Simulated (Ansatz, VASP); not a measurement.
Os in VASP and in Ansatz

```
CELL_PARAMETERS angstrom
2.71868 0.00000 0.00000
-1.35934 2.35445 0.00000
0.00000 0.00000 4.28396
ATOMIC_POSITIONS crystal
Os 0.33333 0.66667 0.25000
Os 0.66667 0.33333 0.75000
```

Alike in both runs: task single point; functional PBE; k mesh 21 × 21 × 12; occupations fermi-dirac, width 0.1 eV; no spin polarisation.

```csv
,VASP,Ansatz
version,VASP 6.6.1,Ansatz 0.2.0
potentials or method,"VASP PAW PBE potentials, release 64 (Os), cutoff 520 eV","plane waves (420 eV) with PAW, scalar-relativistic"
valence electrons in the cell,16,32
```

|  | VASP | Ansatz | Ansatz less VASP |
| --- | --- | --- | --- |
| pressure (GPa) | 18.1 | 17.9 | -0.22 |
| traceless stress, the component that is largest in VASP (GPa) | 1.43 | 1.53 | +0.093 |

VASP's potentials hold 16 valence electrons a cell and Ansatz's 32, so a difference there can come from the potentials and not from the codes.

Spin-orbit coupling is off throughout.
